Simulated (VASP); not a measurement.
Write the native input for VASP 6.6.1 that does the following.

- Task: single point
- Functional: revPBE
- Potentials or basis: VASP PAW PBE potentials, release 64 (Fe)
- Cutoff: 520 eV
- k mesh: 11 × 11 × 14
- Occupations: fermi-dirac, width 0.1 eV
- Spin: no spin polarisation
- Dipole correction: no
- Further INCAR settings: ALGO = Normal; EDIFF = 1e-06; NBANDS = 19

The structure of Fe lies in POSCAR:

```
Fe
1.0
    3.7168795228      0.0000000000      0.0000000000
   -1.8584397614      3.2189120896      0.0000000000
    0.0000000000      0.0000000000      2.3361906625
Fe
3
Direct
    0.0000000000      0.0000000000      0.0000000000
    0.3333333333      0.6666666667      0.5000000000
    0.6666666667      0.3333333333      0.5000000000
```

This isn't the form of Fe at room conditions, which is bcc.

The input as run:

INCAR

```
PREC = Accurate ; ENCUT = 520
EDIFF = 1E-6 ; ISMEAR = -1
SIGMA = 0.1 ; LREAL = F
LASPH = T ; NELM = 60
ALGO = Normal ; ISIF = 2
LWAVE = F ; LCHARG = T
GGA = RE ; LELF = T
LVHAR = T ; NBANDS = 19
```

KPOINTS

```
Automatic mesh
0
Gamma
  11 11 14
```

Potentials or basis: VASP PAW PBE potentials, release 64 (Fe).

Run with:

```sh
$ cat potpaw_PBE.64/Fe/POTCAR > POTCAR
$ mpirun -np 1 vasp_std > vasp.out
```

It gave:

| Item | Value |
| --- | --- |
| Pressure | 43.4 GPa |
| Band gap on the k mesh | zero (bands 12 and 13 overlap by 1.75 eV) |

Caveat: the cell stands under pressure; the PAW data sets were made with another functional, which shifts forces and pressure a little; the run has no spin polarisation, though such a crystal can be magnetic.

Run time: 99 s on 1 thread of Intel Xeon 8259CL, with other jobs on the host, peak memory 0.18 GiB.
